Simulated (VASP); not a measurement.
Input of a VASP 6.6.1 run:

Contents of INCAR:

```
PREC     = Accurate       # precision mode
ENCUT    = 520            # plane-wave cutoff, eV
EDIFF    = 1E-7           # SCF threshold, eV
ISMEAR   = 0              # smearing method
SIGMA    = 0.1            # smearing width, eV
LREAL    = False          # projectors in reciprocal space
LASPH    = True           # aspherical terms in the spheres
NELM     = 60             # most SCF steps
ALGO     = Fast           # electronic algorithm
ISIF     = 2              # what is computed and relaxed
LWAVE    = False          # write WAVECAR
LCHARG   = True           # write CHGCAR
GGA      = PE             # functional
LELF     = True           # ELF
LVHAR    = True         
NBANDS   = 19             # bands
```

File KPOINTS:

```
Automatic mesh
0
Gamma
  18 18 12
```

Contents of POSCAR:

```
Ti
1.0
    1.9737768218      1.9737768218      0.0000000000
   -1.9737768218      1.9737768218      0.0000000000
    0.0000000000      0.0000000000      4.2107238865
Ti
2
Direct
    0.0000000000      0.0000000000      0.0000000000
    0.5000000000      0.5000000000      0.5000000000
```

Potentials or basis: VASP PAW PBE potentials, release 64 (Ti_sv).

Launch:

```bash
$ cat potpaw_PBE.64/Ti_sv/POTCAR > POTCAR
$ mpirun -np 1 vasp_std > vasp.out
```

(1) Predict the pressure.

(2) Predict the band gap on the k mesh.

## Answers

(1) 6.2 GPa.

(2) zero (bands 12 and 13 overlap by 1.33 eV).

Caveat: the cell differs from its parent crystal (biaxial strain in the a-b plane: -4.0 %); the cell stands under pressure.
